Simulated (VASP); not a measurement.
# Mo3PbAu (Pm-3m) in VASP: a series of runs

Mo3PbAu is run at these levels: PBE; tasks: single point, relaxation of cell and atoms.

All numbers are computed with VASP 6.6.1; they aren't measurements. Logs are shortened: lines on timing, memory, paths and dates and some standing lists are left out, and cuts for length are marked.

### 1 The cell of the first run

The structure is cubic, space group Pm-3m (No. 221). Conventional cell: a = 4.458 Å, b = 4.458 Å, c = 4.458 Å, α = 90.00°, β = 90.00°, γ = 90.00°. Mo (site symmetry 4/mmm) has 2 Au at 2.23 Å within 2.9 Å. Within 4.1 Å of Pb (site symmetry m-3m) lie 12 Mo at 3.15 Å and 8 Au at 3.86 Å. Au (site symmetry m-3m) has 6 Mo at 2.23 Å within 2.9 Å.

### 2 Single point, PBE

The input, INCAR:

```
SYSTEM = Mo3PbAu
  PREC = Accurate
  ENCUT = 520
  EDIFF = 1E-6
  ISMEAR = 0
  SIGMA = 0.1
  LREAL = .FALSE.
  LASPH = .TRUE.
  NELM = 60
  ALGO = Fast
  ISIF = 2
  LWAVE = .FALSE.
  LCHARG = .FALSE.
  GGA = PE
  NBANDS = 42
```

The input, KPOINTS:

```
regular mesh
0
G
  4 4 4
  0 0 0
```

The input, POSCAR:

```
Mo3PbAu
1.0
    4.4576601707      0.0000000000      0.0000000000
    0.0000000000      4.4576601707      0.0000000000
    0.0000000000      0.0000000000      4.4576601707
Mo Pb Au
3 1 1
Direct
    0.0000000000      0.5000000000      0.5000000000
    0.5000000000      0.0000000000      0.5000000000
    0.5000000000      0.5000000000      0.0000000000
    0.0000000000      0.0000000000      0.0000000000
    0.5000000000      0.5000000000      0.5000000000
```

Potentials or basis: VASP PAW PBE potentials, release 64 (Mo_sv, Pb_d, Au).

Run with:

```console
cat potpaw_PBE.64/Mo_sv/POTCAR potpaw_PBE.64/Pb_d/POTCAR potpaw_PBE.64/Au/POTCAR > POTCAR
mpirun -np 1 vasp_std > vasp.out
```

OUTCAR:

```text
SYSTEM = Mo3PbAu
   PREC = Accurate
   ENCUT = 520
   EDIFF = 1E-6
   ISMEAR = 0
   LREAL = .FALSE.
   LASPH = .TRUE.
   NELM = 60
   ISIF = 2
   GGA = PE

 ion  position               nearest neighbor table
   1  0.000  0.500  0.500-   5 2.23   5 2.23   4 3.15   2 3.15   3 3.15   4 3.15   2 3.15   4 3.15
                             4 3.15   2 3.15   3 3.15   3 3.15   3 3.15   2 3.15
   2  0.500  0.000  0.500-   5 2.23   5 2.23   4 3.15   1 3.15   3 3.15   4 3.15   1 3.15   3 3.15
                             3 3.15   3 3.15   1 3.15   4 3.15   4 3.15   1 3.15
   3  0.500  0.500  0.000-   5 2.23   5 2.23   4 3.15   1 3.15   1 3.15   2 3.15   2 3.15   2 3.15
                             4 3.15   2 3.15   1 3.15   4 3.15   1 3.15   4 3.15
   4  0.000  0.000  0.000-   1 3.15   2 3.15   3 3.15   1 3.15   2 3.15   1 3.15   3 3.15   1 3.15
                             2 3.15   3 3.15   2 3.15   3 3.15   5 3.86   5 3.86   5 3.86   5 3.86
   5  0.500  0.500  0.500-   1 2.23   2 2.23   3 2.23   3 2.23   2 2.23   1 2.23   4 3.86   4 3.86
                             4 3.86   4 3.86   4 3.86   4 3.86   4 3.86   4 3.86

  LATTYP: Found a simple cubic cell.
 ALAT       =     4.4576601707

  Lattice vectors:

 A1 = (   4.4576601707,   0.0000000000,   0.0000000000)
 A2 = (   0.0000000000,   4.4576601707,   0.0000000000)
 A3 = (   0.0000000000,   0.0000000000,   4.4576601707)

Analysis of symmetry for initial positions (statically):
=====================================================================
 Subroutine PRICEL returns:
 Original cell was already a primitive cell.

 Routine SETGRP: Setting up the symmetry group for a
 simple cubic supercell.

 Subroutine GETGRP returns: Found 48 space group operations
 (whereof 48 operations were pure point group operations)
 out of a pool of 48 trial point group operations.

The static configuration has the point symmetry O_h .

Analysis of symmetry for dynamics (positions and initial velocities):
=====================================================================
 Subroutine PRICEL returns:
 Original cell was already a primitive cell.

 Routine SETGRP: Setting up the symmetry group for a
 simple cubic supercell.

 Subroutine GETGRP returns: Found 48 space group operations
 (whereof 48 operations were pure point group operations)
 out of a pool of 48 trial point group operations.

The dynamic configuration has the point symmetry O_h .

 Subroutine INISYM returns: Found 48 space group operations
 (whereof 48 operations are pure point group operations),
 and found     1 'primitive' translations

----------------------------------------------------------------------------------------

                                     Primitive cell

  volume of cell :      88.5770

  direct lattice vectors                    reciprocal lattice vectors
     4.457660171  0.000000000  0.000000000     0.224332937  0.000000000  0.000000000
     0.000000000  4.457660171  0.000000000     0.000000000  0.224332937  0.000000000
     0.000000000  0.000000000  4.457660171     0.000000000  0.000000000  0.224332937

  length of vectors
     4.457660171  4.457660171  4.457660171     0.224332937  0.224332937  0.224332937

  position of ions in fractional coordinates (direct lattice)
     0.000000000  0.500000000  0.500000000
     0.500000000  0.000000000  0.500000000
     0.500000000  0.500000000  0.000000000
     0.000000000  0.000000000  0.000000000
     0.500000000  0.500000000  0.500000000

  ion indices of the primitive-cell ions
   primitive index   ion index
                 1           1
                 2           2
                 3           3
                 4           4
                 5           5

----------------------------------------------------------------------------------------

 KPOINTS: regular mesh

Automatic generation of k-mesh.
 Grid dimensions read from file:
 generate k-points for:    4    4    4

 Generating k-lattice:

  Cartesian coordinates                     Fractional coordinates (reciprocal lattice)
     0.056083234  0.000000000  0.000000000     0.250000000  0.000000000  0.000000000
     0.000000000  0.056083234  0.000000000     0.000000000  0.250000000  0.000000000
     0.000000000  0.000000000  0.056083234     0.000000000  0.000000000  0.250000000

  Length of vectors
     0.056083234  0.056083234  0.056083234

  Shift w.r.t. Gamma in fractional coordinates (k-lattice)
     0.000000000  0.000000000  0.000000000

 Subroutine IBZKPT returns following result:
 ===========================================

 Found     10 irreducible k-points:

 Following reciprocal coordinates:
            Coordinates               Weight
  0.000000  0.000000  0.000000      1.000000
  0.250000  0.000000  0.000000      6.000000
  0.500000  0.000000  0.000000      3.000000
  0.250000  0.250000  0.000000     12.000000
  0.500000  0.250000  0.000000     12.000000
  0.500000  0.500000  0.000000      3.000000
  0.250000  0.250000  0.250000      8.000000
  0.500000  0.250000  0.250000     12.000000
  0.500000  0.500000  0.250000      6.000000
  0.500000  0.500000  0.500000      1.000000
   k-points           NKPTS =     10   k-points in BZ     NKDIM =     10   number of bands    NBANDS=     42
   number of dos      NEDOS =    301   number of ions     NIONS =      5
   total plane-waves  NPLWV =  46656
   dimension x,y,z NGX =    36 NGY =   36 NGZ =   36
   dimension x,y,z NGXF=    72 NGYF=   72 NGZF=   72
   ions per type =               3   1   1
   NGX,Y,Z   is equivalent  to a cutoff of  13.43, 13.43, 13.43 a.u.
   NGXF,Y,Z  is equivalent  to a cutoff of  26.85, 26.85, 26.85 a.u.
 SYSTEM =  Mo3PbAu
   PREC   = accura    normal or accurate (medium, high low for compatibility)
   ISTART =      0    job   : 0-new  1-cont  2-samecut
   ICHARG =      2    charge: 1-file 2-atom 10-const
   ISPIN  =      1    spin polarized calculation?
   LNONCOLLINEAR =      F non collinear calculations
   LSORBIT =      F    spin-orbit coupling
   LASPH  =      T    aspherical Exc in radial PAW
   ENCUT  =  520.0 eV  38.22 Ry    6.18 a.u.   8.29  8.29  8.29*2*pi/ulx,y,z
   NELM   =     60;   NELMIN=  2; NELMDL= -5     # of ELM steps
   EDIFF  = 0.1E-05   stopping-criterion for ELM
   LREAL  =      F    real-space projection
   EDIFFG = 0.1E-04   stopping-criterion for IOM
   NSW    =      0    number of steps for IOM
   IBRION =     -1    ionic relax: 0-MD 1-quasi-New 2-CG
   NFREE  =      0    steps in history (QN), initial steepest desc. (CG)
   ISIF   =      2    stress and relaxation
   ISYM   =      2    0-nonsym 1-usesym 2-fastsym
   POTIM  = 0.5000    time-step for ionic-motion
   TEBEG  =    0.0;   TEEND  =   0.0 temperature during run
   PSTRESS=    0.0 pullay stress
   NELECT =      67.0000    total number of electrons
   NUPDOWN=      -1.0000    fix difference up-down
   EMIN   =  10.00;   EMAX   =-10.00  energy-range for DOS
   EFERMI =   0.00;   METHOD = LEGACY
   ISMEAR =     0;   SIGMA  =   0.10  broadening in eV -4-tet -1-fermi 0-gaus
   EFERMI_NEDOS =   21; number of points for ismear=-14 and -15
   IALGO  =     68    algorithm
   IMIX   =      4    mixing-type and parameters
     AMIX     =   0.40;   BMIX     =  1.00
     AMIX_MAG =   1.60;   BMIX_MAG =  1.00
  volume/ion in A,a.u.               =      17.72       119.55
  Fermi-wavevector in a.u.,A,eV,Ry     =   1.491624  2.818761 30.272192  2.224943
  Thomas-Fermi vector in A             =   2.604256
   LORBIT       =      0    0 simple, 1 ext, 2 COOP (PROOUT), +10 PAW based schemes
   GGA     = PE    functional components
   LHFCALC =     F    Hartree Fock is set to
   AEXX    =    0.0000 exact exchange contribution
   IVDW    =     0    specifies the selected vdW correction
   LEPSILON=     F    determine dielectric tensor
   LRPA    =     F    only Hartree local field effects (RPA)
 non-spin polarized calculation
 RMM-DIIS sequential band-by-band and
 Gauss-broadening in eV      SIGMA  =   0.10
  energy-cutoff  :      520.00
  volume of cell :       88.58
 maximum number of plane-waves:      2409
 NGX is ok and might be reduce to    36
   NGX = 17   NGY = 17   NGZ = 17

 number of electron      66.9999995 magnetization

 Free energy of the ion-electron system (eV)
  ---------------------------------------------------
  ext. energy  EPLUGINS =         0.00000000
  ---------------------------------------------------
  free energy    TOTEN  =       -25.50533309 eV

  energy without entropy =      -25.47512482  energy(sigma->0) =      -25.49022895

 E-fermi :  11.7005     XC(G=0): -12.5405

 val. band max:       11.6620945275   @ k =   0.5000   0.2500   0.0000
 cond. band min:      11.7261964322   @ k =   0.5000   0.2500   0.0000
 fundamental gap:      0.0641019047
 Fermi energy:        11.7004813523

 k-point     1 :       0.0000    0.0000    0.0000
  band No.  band energies     occupation
      1     -49.6516      2.00000
      2     -49.5940      2.00000
      3     -49.5940      2.00000
      4     -24.2079      2.00000
      5     -24.2079      2.00000
      6     -24.2079      2.00000
[... 34 lines left out ...]
     41      15.0584      0.00000
     42      15.0588      0.00000

 k-point     2 :       0.2500    0.0000    0.0000
  band No.  band energies     occupation
      1     -49.6417      2.00000
      2     -49.5940      2.00000
      3     -49.5928      2.00000
      4     -24.3097      2.00000
      5     -24.1987      2.00000
      6     -24.1987      2.00000
[... 34 lines left out ...]
     41      13.7742      0.00000
     42      14.8845      0.00000

 k-point     3 :       0.5000    0.0000    0.0000
  band No.  band energies     occupation
      1     -49.6323      2.00000
      2     -49.5939      2.00000
      3     -49.5909      2.00000
      4     -24.4152      2.00000
      5     -24.1890      2.00000
      6     -24.1890      2.00000
[... 267 lines left out ...]
      4     -24.5748      2.00000
      5     -24.2992      2.00000
      6     -24.2460      2.00000
[... 34 lines left out ...]
     41      13.4303      0.00000
     42      13.6651      0.00000

 k-point    10 :       0.5000    0.5000    0.5000
  band No.  band energies     occupation
      1     -49.5906      2.00000
      2     -49.5906      2.00000
      3     -49.5906      2.00000
      4     -24.6411      2.00000
      5     -24.2991      2.00000
      6     -24.2991      2.00000
[... 34 lines left out ...]
     41      13.1401      0.00000
     42      13.1401      0.00000

------------------------ aborting loop because EDIFF is reached ----------------------------------------

  FORCE on cell =-STRESS in cart. coord.  units (eV):
  Direction    XX          YY          ZZ          XY          YZ          ZX
  --------------------------------------------------------------------------------------
  -------------------------------------------------------------------------------------
  Total       32.4130144     32.4130144     32.4130144     -0.0000000     -0.0000000      0.0000000
  in kB      586.2854724    586.2854724    586.2854724     -0.0000000     -0.0000000      0.0000000
  external PRESSURE =     586.2854724 kB  Pullay stress =       0.0000000 kB

 VOLUME and BASIS-vectors are now :
 -----------------------------------------------------------------------------
  energy-cutoff  :      520.00
  volume of cell :       88.58
      direct lattice vectors                 reciprocal lattice vectors
     4.457660171  0.000000000  0.000000000     0.224332937  0.000000000  0.000000000
     0.000000000  4.457660171  0.000000000     0.000000000  0.224332937  0.000000000
     0.000000000  0.000000000  4.457660171     0.000000000  0.000000000  0.224332937

 POSITION                                       TOTAL-FORCE (eV/Angst)
 -----------------------------------------------------------------------------------
      0.00000      2.22883      2.22883         0.000000      0.000000      0.000000
      2.22883      0.00000      2.22883         0.000000      0.000000      0.000000
      2.22883      2.22883      0.00000         0.000000      0.000000      0.000000
      0.00000      0.00000      0.00000         0.000000      0.000000      0.000000
      2.22883      2.22883      2.22883         0.000000      0.000000      0.000000
 -----------------------------------------------------------------------------------
    total drift:                                0.000000      0.000000      0.000000

  FREE ENERGIE OF THE ION-ELECTRON SYSTEM (eV)
  ---------------------------------------------------
  free  energy   TOTEN  =       -25.5053330858 eV

  energy  without entropy=      -25.4751248215  energy(sigma->0) =      -25.49022895
```

Run time: 40 s. Hardware: 1 thread of Oxide Virtual Turin-like, shared host; peak memory 0.19 GiB.

What came out:

```yaml
Free_energy: -25.5053 eV
Pressure: 58.6 GPa
Band_gap_on_the_k_mesh: zero (an odd number of electrons rules out a gap without spin polarisation)
```

Caveat: the cell stands under pressure; spin-orbit coupling is left out, which moves the levels of the heavy elements.

[end of part 1 of 2]

The gap in the log of VASP goes by the Fermi energy; the results here count the filled bands.